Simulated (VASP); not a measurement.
Write the native input for VASP 6.6.1 that does the following.

| Quantity | Value |
| --- | --- |
| Task | single point |
| Functional | PBEsol |
| Potentials or basis | VASP PAW PBE potentials, release 64 (Na_pv, I) |
| Cutoff | 500 eV |
| k mesh | 6 × 6 × 6 |
| Occupations | gaussian, width 0.02 eV |
| Spin | no spin polarisation |
| Dipole correction | no |
| Further INCAR settings | ALGO = Normal; EDIFF = 1e-06; NBANDS = 14 |

The structure of NaI lies in POSCAR:

```
NaI
1.0
    0.0000000000      3.1983207018      3.1983207018
    3.1983207018      0.0000000000      3.1983207018
    3.1983207018      3.1983207018      0.0000000000
Na I
1 1
Direct
    0.0000000000      0.0000000000      0.0000000000
    0.5000000000      0.5000000000      0.5000000000
```

The input as run:

INCAR

```
  PREC = Accurate
  ENCUT = 500
  EDIFF = 1E-6
  ISMEAR = 0
  SIGMA = 0.02
  LREAL = False
  LASPH = True
  NELM = 120
  ALGO = Normal
  ISIF = 2
  LWAVE = False
  LCHARG = True
  GGA = PS
  LELF = True
  LVHAR = True
  NBANDS = 14
  GGA_COMPAT = False
```

KPOINTS

```
regular mesh
0
Gamma
  6 6 6
```

Potentials or basis: VASP PAW PBE potentials, release 64 (Na_pv, I).

Launch:

```bash
$ cat potpaw_PBE.64/Na_pv/POTCAR potpaw_PBE.64/I/POTCAR > POTCAR
$ mpirun -np 1 vasp_std > vasp.out
```

Results of the run:

```yaml
Pressure: 0.1 GPa
Band_gap_on_the_k_mesh: 3.60 eV
```

Caveat: the PAW data sets were made with another functional, which shifts forces and pressure a little; spin-orbit coupling is left out, which moves the levels of the heavy elements.

It took 20 s on 1 thread of Intel Xeon 8259CL (shared host), peak memory 0.21 GiB.
